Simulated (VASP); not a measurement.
Input of a VASP 6.6.1 run:

Contents of INCAR:

```
PREC     = Accurate       # precision mode
ENCUT    = 500            # plane-wave cutoff, eV
EDIFF    = 1E-7           # SCF threshold, eV
ISMEAR   = 0              # smearing method
SIGMA    = 0.1            # smearing width, eV
LREAL    = False          # projectors in reciprocal space
LASPH    = True           # aspherical terms in the spheres
NELM     = 200            # most SCF steps
ALGO     = Normal         # electronic algorithm
ISIF     = 3              # what is computed and relaxed
LWAVE    = False          # write WAVECAR
LCHARG   = False          # write CHGCAR
GGA      = PE             # functional
IBRION   = 2              # ionic algorithm
NSW      = 100            # ionic steps
EDIFFG   = -0.01          # ionic threshold
GGA_COMPAT= False        
NELMIN   = 4            
LMAXMIX  = 6              # l up to which the mixer works
```

File KPOINTS:

```
regular mesh
0
Gamma
  8 8 8
```

Contents of POSCAR:

```
CsNdBr4
1.0
    0.0000000000      4.7880318200      4.7880318200
    4.7880318200      0.0000000000      4.7880318200
    4.7880318200      4.7880318200      0.0000000000
Cs Nd Br
1 1 4
Direct
    0.7500000000      0.7500000000      0.7500000000
    0.0000000000      0.0000000000      0.0000000000
    0.8754549900      0.3748483400      0.3748483400
    0.3748483400      0.3748483400      0.3748483400
    0.3748483400      0.8754549900      0.3748483400
    0.3748483400      0.3748483400      0.8754549900
```

Potentials or basis: VASP PAW PBE potentials, release 64 (Cs_sv, Nd_3, Br), 4f in core.

Launch:

```sh
$ cat potpaw_PBE.64/Cs_sv/POTCAR potpaw_PBE.64/Nd_3/POTCAR potpaw_PBE.64/Br/POTCAR > POTCAR
$ mpirun -np 1 vasp_std > vasp.out
```

Problem. Estimate the relaxed volume.

Solution. 33.33 Å³/atom.

Problem. Estimate the band gap on the k mesh.

Solution. Zero (bands 24 and 25 overlap by 0.13 eV).

Problem. Estimate the relaxed cell.

Solution. a = 6.564 Å, b = 6.564 Å, c = 6.564 Å, α = 60.00°, β = 60.00°, γ = 60.00°.

The path:
```tsv
step	energy change (eV)	largest force (eV/Å)	pressure (GPa)	volume (Å³)
1	0.0000	0.0113	-1.84	219.53
2	-0.1077	0.0031	-0.72	206.45
3	-0.1227	0.0011	-0.06	200.48
4	-0.1228	0.0014	0.00	199.96
```

Caveat: spin-orbit coupling is left out, which moves the levels of the heavy elements; the 4f electrons are frozen in the core, so they carry no moment and show no levels; the run has no spin polarisation, though such a crystal can be magnetic. Spin polarisation is off, so any magnetic state and its effect on volume and gap are missing.
